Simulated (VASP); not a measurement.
# Co (P6_3/mmc) in VASP: notebook

Runs on Co. Level: PBE. Tasks: single point.

Program: VASP 6.6.1. These are calculated values, not measurements. Logs are shortened: lines on timing, memory, paths and dates and some standing lists are left out, and cuts for length are marked.

## (1) The cell of the first run

The structure is hexagonal, space group P6_3/mmc (No. 194). The conventional cell has a = 2.268 Å, b = 2.268 Å, c = 3.681 Å, α = 90.00°, β = 90.00°, γ = 120.00°. Within 3.0 Å of Co (site symmetry -6m2) lie 12 Co at 2.26 to 2.27 Å.

## (2) Single point, PBE, collinear spin, ferromagnetic start (volume scaled by 0.74)

INCAR reads:

```
PREC     = Accurate       # precision mode
ENCUT    = 520            # plane-wave cutoff, eV
EDIFF    = 1E-6           # SCF threshold, eV
ISMEAR   = -1             # smearing method
SIGMA    = 0.08           # smearing width, eV
LREAL    = F              # projectors in reciprocal space
LASPH    = T              # aspherical terms in the spheres
NELM     = 150            # most SCF steps
ALGO     = Normal         # electronic algorithm
ISIF     = 2              # what is computed and relaxed
LWAVE    = F              # write WAVECAR
LCHARG   = F              # write CHGCAR
ISPIN    = 2              # spin polarisation
MAGMOM   = 2 2            # initial moments
LORBIT   = 11             # projections on sites
LMAXMIX  = 4              # l up to which the mixer works
GGA      = PE             # functional
NBANDS   = 20             # bands
```

KPOINTS reads:

```
Automatic mesh
0
Gamma
  15 15 8
```

POSCAR reads:

```
Co
1.0
    2.2679537550      0.0000000000      0.0000000000
   -1.1339768775      1.9641055664      0.0000000000
    0.0000000000      0.0000000000      3.6812415201
Co
2
Direct
    0.3333333333      0.6666666667      0.2500000000
    0.6666666667      0.3333333333      0.7500000000
```

Potentials or basis: VASP PAW PBE potentials, release 64 (Co).

Command:

```sh
$ cat potpaw_PBE.64/Co/POTCAR > POTCAR
$ mpirun -np 1 vasp_std > vasp.out
```

OUTCAR:

```text
PREC = Accurate
   ENCUT = 520
   EDIFF = 1E-6
   ISMEAR = -1
   LREAL = F
   LASPH = T
   NELM = 150
   ISIF = 2
   ISPIN = 2
   LORBIT = 11
   GGA = PE

 ion  position               nearest neighbor table
   1  0.333  0.667  0.250-   2 2.26   2 2.26   2 2.26   2 2.26   2 2.26   2 2.26
   2  0.667  0.333  0.750-   1 2.26   1 2.26   1 2.26   1 2.26   1 2.26   1 2.26

  LATTYP: Found a hexagonal cell.
 ALAT       =     2.2679537550
 C/A-ratio  =     1.6231554598

  Lattice vectors:

 A1 = (   2.2679537550,   0.0000000000,   0.0000000000)
 A2 = (  -1.1339768775,   1.9641055664,   0.0000000000)
 A3 = (   0.0000000000,   0.0000000000,   3.6812415201)

Analysis of symmetry for initial positions (statically):
=====================================================================
 Subroutine PRICEL returns:
 Original cell was already a primitive cell.

 Routine SETGRP: Setting up the symmetry group for a
 hexagonal supercell.

 Subroutine GETGRP returns: Found 24 space group operations
 (whereof 12 operations were pure point group operations)
 out of a pool of 24 trial point group operations.

The static configuration has the point symmetry D_3d.
 The point group associated with its full space group is D_6h.

Analysis of symmetry for dynamics (positions and initial velocities):
=====================================================================
 Subroutine PRICEL returns:
 Original cell was already a primitive cell.

 Routine SETGRP: Setting up the symmetry group for a
 hexagonal supercell.

 Subroutine GETGRP returns: Found 24 space group operations
 (whereof 12 operations were pure point group operations)
 out of a pool of 24 trial point group operations.

The dynamic configuration has the point symmetry D_3d.
 The point group associated with its full space group is D_6h.

Analysis of structural, dynamic, and magnetic symmetry:
=====================================================================
 Subroutine PRICEL returns:
 Original cell was already a primitive cell.

 Routine SETGRP: Setting up the symmetry group for a
 hexagonal supercell.

 Subroutine GETGRP returns: Found 24 space group operations
 (whereof 12 operations were pure point group operations)
 out of a pool of 24 trial point group operations.

The overall configuration has the point symmetry D_3d.
 The point group associated with its full space group is D_6h.

 Subroutine INISYM returns: Found 24 space group operations
 (whereof 12 operations are pure point group operations),
 and found     1 'primitive' translations

----------------------------------------------------------------------------------------

                                     Primitive cell

  volume of cell :      16.3981

  direct lattice vectors                    reciprocal lattice vectors
     2.267953755  0.000000000  0.000000000     0.440926098  0.254568801  0.000000000
    -1.133976878  1.964105566  0.000000000     0.000000000  0.509137603  0.000000000
     0.000000000  0.000000000  3.681241520     0.000000000  0.000000000  0.271647485

  length of vectors
     2.267953755  2.267953755  3.681241520     0.509137603  0.509137603  0.271647485

  position of ions in fractional coordinates (direct lattice)
     0.333333333  0.666666667  0.250000000
     0.666666667  0.333333333  0.750000000

  ion indices of the primitive-cell ions
   primitive index   ion index
                 1           1
                 2           2

----------------------------------------------------------------------------------------

 KPOINTS: Automatic mesh

Automatic generation of k-mesh.
 Grid dimensions read from file:
 generate k-points for:   15   15    8

 Generating k-lattice:

  Cartesian coordinates                     Fractional coordinates (reciprocal lattice)
     0.029395073  0.016971253  0.000000000     0.066666667 -0.000000000  0.000000000
     0.000000000  0.033942507  0.000000000     0.000000000  0.066666667  0.000000000
     0.000000000  0.000000000  0.033955936     0.000000000  0.000000000  0.125000000

  Length of vectors
     0.033942507  0.033942507  0.033955936

  Shift w.r.t. Gamma in fractional coordinates (k-lattice)
     0.000000000  0.000000000  0.000000000

 Subroutine IBZKPT returns following result:
 ===========================================

 Found    135 irreducible k-points:

 Following reciprocal coordinates:
            Coordinates               Weight
  0.000000  0.000000  0.000000      1.000000
  0.066667  0.000000  0.000000      6.000000
  0.133333  0.000000  0.000000      6.000000
  0.200000  0.000000  0.000000      6.000000
  0.266667  0.000000  0.000000      6.000000
  0.333333  0.000000  0.000000      6.000000
[... 16 lines left out ...]
  0.333333  0.200000  0.000000     12.000000
  0.400000  0.200000  0.000000      6.000000
 [... further k-points ...]
   k-points           NKPTS =    135   k-points in BZ     NKDIM =    135   number of bands    NBANDS=     20
   number of dos      NEDOS =    301   number of ions     NIONS =      2
   total plane-waves  NPLWV =   9072
   dimension x,y,z NGX =    18 NGY =   18 NGZ =   28
   dimension x,y,z NGXF=    36 NGYF=   36 NGZF=   56
   ions per type =               2
   NGX,Y,Z   is equivalent  to a cutoff of  13.19, 13.19, 12.64 a.u.
   NGXF,Y,Z  is equivalent  to a cutoff of  26.39, 26.39, 25.29 a.u.
 SYSTEM =  unknown system
   PREC   = accura    normal or accurate (medium, high low for compatibility)
   ISTART =      0    job   : 0-new  1-cont  2-samecut
   ICHARG =      2    charge: 1-file 2-atom 10-const
   ISPIN  =      2    spin polarized calculation?
   LNONCOLLINEAR =      F non collinear calculations
   LSORBIT =      F    spin-orbit coupling
   LASPH  =      T    aspherical Exc in radial PAW
   ENCUT  =  520.0 eV  38.22 Ry    6.18 a.u.   4.22  4.22  6.84*2*pi/ulx,y,z
   NELM   =    150;   NELMIN=  2; NELMDL= -5     # of ELM steps
   EDIFF  = 0.1E-05   stopping-criterion for ELM
   LREAL  =      F    real-space projection
   EDIFFG = 0.1E-04   stopping-criterion for IOM
   NSW    =      0    number of steps for IOM
   IBRION =     -1    ionic relax: 0-MD 1-quasi-New 2-CG
   NFREE  =      0    steps in history (QN), initial steepest desc. (CG)
   ISIF   =      2    stress and relaxation
   ISYM   =      2    0-nonsym 1-usesym 2-fastsym
   POTIM  = 0.5000    time-step for ionic-motion
   TEBEG  =    0.0;   TEEND  =   0.0 temperature during run
   PSTRESS=    0.0 pullay stress
   NELECT =      18.0000    total number of electrons
   NUPDOWN=      -1.0000    fix difference up-down
   EMIN   =  10.00;   EMAX   =-10.00  energy-range for DOS
   EFERMI =   0.00;   METHOD = LEGACY
   ISMEAR =    -1;   SIGMA  =   0.08  broadening in eV -4-tet -1-fermi 0-gaus
   EFERMI_NEDOS =   21; number of points for ismear=-14 and -15
   IALGO  =     38    algorithm
   IMIX   =      4    mixing-type and parameters
     AMIX     =   0.40;   BMIX     =  1.00
     AMIX_MAG =   1.60;   BMIX_MAG =  1.00
  volume/ion in A,a.u.               =       8.20        55.33
  Fermi-wavevector in a.u.,A,eV,Ry     =   1.688760  3.191293 38.802588  2.851910
  Thomas-Fermi vector in A             =   2.771008
   LORBIT       =     11    0 simple, 1 ext, 2 COOP (PROOUT), +10 PAW based schemes
   GGA     = PE    functional components
   LHFCALC =     F    Hartree Fock is set to
   AEXX    =    0.0000 exact exchange contribution
   IVDW    =     0    specifies the selected vdW correction
   LEPSILON=     F    determine dielectric tensor
   LRPA    =     F    only Hartree local field effects (RPA)
 spin polarized calculation
  energy-cutoff  :      520.00
  volume of cell :       16.40
 maximum number of plane-waves:       458
 NGX is ok and might be reduce to    18
   NGX =  9   NGY =  9   NGZ = 13

 number of electron      18.0000001 magnetization       1.9884718

 Free energy of the ion-electron system (eV)
  ---------------------------------------------------
  ext. energy  EPLUGINS =         0.00000000
  ---------------------------------------------------
  free energy    TOTEN  =       -12.69360150 eV

  energy without entropy =      -12.62380730  energy(sigma->0) =      -12.65870440

 E-fermi :  14.9460     XC(G=0): -15.1501

 val. band max:       14.9424940210   @ k =   0.1333   0.0667   0.3750
 cond. band min:      14.9469179346   @ k =   0.4000   0.0000   0.2500
 fundamental gap:      0.0044239136
 Fermi energy:        14.9460139008

 spin component 1

 k-point     1 :       0.0000    0.0000    0.0000
  band No.  band energies     occupation
      1       4.2311      1.00000
      2       8.2569      1.00000
      3      11.8666      1.00000
      4      11.9146      1.00000
      5      11.9146      1.00000
      6      12.4144      1.00000
[... 12 lines left out ...]
     19      46.2172      0.00000
     20      46.2172      0.00000
[... 507 lines left out ...]
 k-point    24 :       0.4000    0.2000    0.0000
  band No.  band energies     occupation
      1       9.1199      1.00000
      2       9.3521      1.00000
      3       9.5859      1.00000
      4      10.9147      1.00000
      5      11.4396      1.00000
      6      11.7825      1.00000
[... 12 lines left out ...]
     19      39.0322      0.00000
     20      49.4952      0.00000

 [... further k-points ...]

 spin component 2

 k-point     1 :       0.0000    0.0000    0.0000
  band No.  band energies     occupation
      1       4.2640      1.00000
      2       8.8371      1.00000
      3      12.8588      1.00000
      4      12.9095      1.00000
      5      12.9095      1.00000
      6      13.4484      1.00000
[... 12 lines left out ...]
     19      46.4483      0.00000
     20      46.4483      0.00000
[... 507 lines left out ...]
 k-point    24 :       0.4000    0.2000    0.0000
  band No.  band energies     occupation
      1       9.8902      1.00000
      2      10.0594      1.00000
      3      10.1706      1.00000
      4      11.4525      1.00000
      5      12.4138      1.00000
      6      12.7099      1.00000
[... 12 lines left out ...]
     19      39.2781      0.00000
     20      49.9127      0.00000

 [... further k-points ...]
[... 5 lines left out ...]
  --------------------------------------------------------------------------------------
  -------------------------------------------------------------------------------------
  Total       11.0123220     11.0123220     10.7149864     -0.0000000     -0.0000000      0.0000000
  in kB     1075.9600639   1075.9600638   1046.9088583     -0.0000000     -0.0000000      0.0000000
  external PRESSURE =    1066.2763287 kB  Pullay stress =       0.0000000 kB

 VOLUME and BASIS-vectors are now :
 -----------------------------------------------------------------------------
  energy-cutoff  :      520.00
  volume of cell :       16.40
      direct lattice vectors                 reciprocal lattice vectors
     2.267953755  0.000000000  0.000000000     0.440926098  0.254568801  0.000000000
    -1.133976878  1.964105566  0.000000000     0.000000000  0.509137603  0.000000000
     0.000000000  0.000000000  3.681241520     0.000000000  0.000000000  0.271647485

 POSITION                                       TOTAL-FORCE (eV/Angst)
 -----------------------------------------------------------------------------------
     -0.00000      1.30940      0.92031        -0.000000      0.000000      0.000000
      1.13398      0.65470      2.76093         0.000000     -0.000000      0.000000
 -----------------------------------------------------------------------------------
    total drift:                                0.000000      0.000000     -0.000000

  FREE ENERGIE OF THE ION-ELECTRON SYSTEM (eV)
  ---------------------------------------------------
  free  energy   TOTEN  =       -12.6936015014 eV

  energy  without entropy=      -12.6238072968  energy(sigma->0) =      -12.65870440

 total charge

# of ion       s       p       d       tot
------------------------------------------
    1        0.630   0.822   7.535   8.987
    2        0.630   0.822   7.535   8.987
--------------------------------------------------
tot          1.260   1.644  15.071  17.975

 magnetization (x)

# of ion       s       p       d       tot
------------------------------------------
    1       -0.012  -0.041   1.024   0.971
    2       -0.012  -0.041   1.024   0.971
--------------------------------------------------
tot         -0.024  -0.082   2.047   1.941
```

Wall time 33 s (1 thread of Intel Xeon 6975P-C (Granite Rapids), shared host); peak memory 0.17 GiB.

Results:

```yaml
Free_energy: -12.6936 eV
Pressure: 106.6 GPa
Band_gap_on_the_k_mesh: zero (filled and empty bands overlap)
Net_moment: 1.99 μB per cell
Site_moments: Co +0.97 μB
Valence_electrons_inside_the_program's_atomic_spheres: Co 8.99
```

Levels at points of the mesh, in eV from the Fermi level:
Spin up:
| k point | band 6 | band 7 | band 8 | band 9 | band 10 | band 11 | band 12 | band 13 | band 14 | band 15 |
| --- | --- | --- | --- | --- | --- | --- | --- | --- | --- | --- |
| (0.00, 0.00, 0.00) | -2.53 | -2.53 | -1.97 | -1.97 | -0.29 | -0.29 | -0.27 | 9.25 | 24.24 | 28.22 |
| (0.00, 0.00, 0.50) | -3.12 | -3.12 | -3.12 | -0.75 | -0.75 | -0.75 | -0.75 | 18.41 | 18.41 | 25.26 |
Spin down:
| k point | band 6 | band 7 | band 8 | band 9 | band 10 | band 11 |
| --- | --- | --- | --- | --- | --- | --- |
| (0.00, 0.00, 0.00) | -1.50 | -1.50 | -0.84 | -0.84 | -0.25 | 0.92 |
| (0.00, 0.00, 0.50) | -2.12 | -2.12 | -2.12 | 0.44 | 0.44 | 0.44 |

## (3) Single point, PBE, collinear spin, ferromagnetic start (volume scaled by 0.74)

INCAR reads:

```
SYSTEM = Co
ALGO = Normal ; EDIFF = 1E-6
ENCUT = 520 ; GGA = PE
ISIF = 2 ; ISMEAR = -1
ISPIN = 2 ; LASPH = .True.
LCHARG = .False. ; LMAXMIX = 4
LORBIT = 11 ; LREAL = .False.
LWAVE = .False. ; MAGMOM = 2 2
NBANDS = 20 ; NELM = 150
PREC = Accurate ; SIGMA = 0.08
```

KPOINTS reads:

```
k-points
0
Gamma
  15 15 8
  0 0 0
```

POSCAR is that of step 2.

Potentials or basis: VASP PAW PBE potentials, release 64 (Co).

Command:

```sh
$ cat potpaw_PBE.64/Co/POTCAR > POTCAR
$ mpirun -np 1 vasp_std > vasp.out
```

Wall time 32 s (1 thread of Intel Xeon 6975P-C (Granite Rapids), shared host); peak memory 0.18 GiB.

It converged, with:

```yaml
Free_energy: -12.6936 eV
Pressure: 106.6 GPa
Band_gap_on_the_k_mesh: zero (filled and empty bands overlap)
Net_moment: 1.99 μB per cell
Site_moments: Co +0.97 μB
Valence_electrons_inside_the_program's_atomic_spheres: Co 8.99
```

Stress tensor (GPa, compression positive):
```
107.60   0.00   0.00
  0.00 107.60   0.00
  0.00   0.00 104.69
```

Levels at points of the mesh, in eV from the Fermi level:
Spin up:
```
           k point  band 7  band 8  band 9  band 10  band 11  band 12  band 13  band 14
(0.00, 0.00, 0.00)   -2.53   -1.97   -1.97    -0.29    -0.29    -0.27     9.25    24.24
(0.00, 0.00, 0.50)   -3.12   -3.12   -0.75    -0.75    -0.75    -0.75    18.41    18.41
```
Spin down:
| k point | band 6 | band 7 | band 8 | band 9 | band 10 | band 11 |
| --- | --- | --- | --- | --- | --- | --- |
| (0.00, 0.00, 0.00) | -1.50 | -1.50 | -0.84 | -0.84 | -0.25 | 0.92 |
| (0.00, 0.00, 0.50) | -2.12 | -2.12 | -2.12 | 0.44 | 0.44 | 0.44 |

(Part 1 of 2 ends here.)
